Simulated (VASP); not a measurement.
Wanted: the native input for a VASP 6.6.1 run.

```
Task                   : single point
Functional             : PBE
Potentials or basis    : VASP PAW PBE potentials, release 64 (Rb_sv, Cu)
Cutoff                 : 520 eV
k mesh                 : 6 × 6 × 6
Occupations            : gaussian, width 0.1 eV
Spin                   : no spin polarisation
Dipole correction      : no
Further INCAR settings : ALGO = Normal; EDIFF = 1e-07; NBANDS = 17
```

The structure of RbCu lies in POSCAR:

```
RbCu
1.0
    0.0000000000      2.7116539900      2.7116539900
    2.7116539900      0.0000000000      2.7116539900
    2.7116539900      2.7116539900      0.0000000000
Rb Cu
1 1
Direct
    0.5000000000      0.5000000000      0.5000000000
    0.0000000000      0.0000000000      0.0000000000
```

The input as run:

INCAR

```
SYSTEM = RbCu
ALGO = Normal
EDIFF = 1E-7
ENCUT = 520
GGA = PE
ISIF = 2
ISMEAR = 0
LASPH = .True.
LCHARG = .False.
LREAL = .False.
LWAVE = .False.
NBANDS = 17
NELM = 80
PREC = Accurate
SIGMA = 0.1
```

KPOINTS

```
k-points
0
Gamma
  6 6 6
  0 0 0
```

Potentials or basis: VASP PAW PBE potentials, release 64 (Rb_sv, Cu).

Run with:

```sh
$ cat potpaw_PBE.64/Rb_sv/POTCAR potpaw_PBE.64/Cu/POTCAR > POTCAR
$ mpirun -np 1 vasp_std > vasp.out
```

It gave:

| Property | Result |
| --- | --- |
| Pressure | 29.3 GPa |
| Band gap on the k mesh | 1.17 eV, direct |

It took 32 s on 1 thread of Intel Xeon 8259CL (shared host), peak memory 0.17 GiB.
